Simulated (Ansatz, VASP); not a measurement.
## Al in VASP and in Ansatz

Contents of INCAR:

```
SYSTEM = Al
PREC = Accurate
ENCUT = 520
EDIFF = 1E-6
ISMEAR = 0
SIGMA = 0.1
LREAL = .FALSE.
LASPH = .TRUE.
NELM = 60
ALGO = Fast
ISIF = 2
LWAVE = .FALSE.
LCHARG = .FALSE.
GGA = PE
NBANDS = 12
```

Contents of KPOINTS:

```
regular mesh
0
G
  6 6 6
  0 0 0
```

File POSCAR:

```
Al
1.0
   -2.3178077000      2.3178077000      2.2492382800
    2.3178077000     -2.3178077000      2.2492382800
    2.3178077000      2.3178077000     -2.2492382800
Al
3
Direct
    0.5612900400      0.5612900400      0.0000000000
    0.3582851500      0.8582851500      0.5000000000
    0.8582851500      0.3582851500      0.5000000000
```

Input for Ansatz:

```yaml
crystal:
  lattice:
    - [-2.3178077, 2.3178077, 2.24923828]
    - [2.3178077, -2.3178077, 2.24923828]
    - [2.3178077, 2.3178077, -2.24923828]
  atoms:
    - { symbol: Al, position: [0.56129004, 0.56129004, 0.0] }
    - { symbol: Al, position: [0.35828515, 0.85828515, 0.5] }
    - { symbol: Al, position: [0.85828515, 0.35828515, 0.5] }
basis:
  ecutwfc: 420
kpoints:
  mp_grid: { grid: [6, 6, 6] }
hamiltonian:
  xc: pbe
scf:
  occupations: { method: gaussian, width: 0.1 }
  lower_state_search: "off"
output:
  forces: true
  stress: true
  eigenvalues: true
```

Alike in both runs: task single point; functional PBE; k mesh 6 × 6 × 6; occupations gaussian, width 0.1 eV; no spin polarisation.

```csv
,VASP,Ansatz
version,VASP 6.6.1,Ansatz 0.2.0
potentials or method,"VASP PAW PBE potentials, release 64 (Al), cutoff 520 eV","scalar-relativistic, plane waves, PAW"
valence electrons in the cell,9,9
```

|  | VASP | Ansatz | Ansatz less VASP |
| --- | --- | --- | --- |
| gap on the k mesh at the Fermi level (eV) | none | none | - |
| rms of the force components (eV/Å) | 0.461 | 0.460 | -0.0011 |

Atom by atom the forces differ by 0.001 eV/Å (rms over components). A gap of «none» marks a metal or a gap that the smearing closes.
